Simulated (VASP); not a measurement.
Write the native input for VASP 6.6.1 that does the following.

* Task: single point
* Functional: PBE
* Potentials or basis: VASP PAW PBE potentials, release 64 (Sn_d, O)
* Cutoff: 520 eV
* k mesh: 6 × 6 × 8
* Occupations: gaussian, width 0.05 eV
* Spin: no spin polarisation
* Dipole correction: no
* Further INCAR settings: ALGO = Normal; EDIFF = 1e-06; NBANDS = 35

The structure of SnO2 lies in POSCAR:

```
SnO2
1.0
    4.6588205247      0.0000000000      0.0000000000
    0.0000000000      4.6588337298      0.0000000000
    0.0000000000      0.0000000000      3.4645545711
Sn O
2 4
Direct
    0.5000000000      0.5000000000      0.5000000000
    0.0000000000      0.0000000000      0.0000000000
    0.3065724414      0.3066303347      0.0000000000
    0.8065724414      0.1933696653      0.5000000000
    0.1934275586      0.8066303347      0.5000000000
    0.6934275586      0.6933696653      0.0000000000
```

The input as run:

INCAR

```
  PREC = Accurate
  ENCUT = 520
  EDIFF = 1E-6
  ISMEAR = 0
  SIGMA = 0.05
  LREAL = F
  LASPH = T
  NELM = 100
  ALGO = Normal
  ISIF = 2
  LWAVE = F
  LCHARG = F
  GGA = PE
  NBANDS = 35
```

KPOINTS

```
Automatic mesh
0
Gamma
  6 6 8
```

Potentials or basis: VASP PAW PBE potentials, release 64 (Sn_d, O).

The run is started by

```sh
$ cat potpaw_PBE.64/Sn_d/POTCAR potpaw_PBE.64/O/POTCAR > POTCAR
$ mpirun -np 1 vasp_std > vasp.out
```

It gave:

```json
{
 "Pressure": "-1.0 GPa",
 "Largest force": "0.237 eV/Å",
 "Band gap on the k mesh": "0.45 eV"
}
```

Caveat: the stress differs along the axes, from -13 to 5 GPa; semilocal functionals underestimate gaps, and a narrow one can read as zero; spin-orbit coupling is left out, which moves the levels of the heavy elements.

Wall time 6.5 min on 1 thread of AMD EPYC 7R13, with other jobs on the host, peak memory 0.26 GiB.
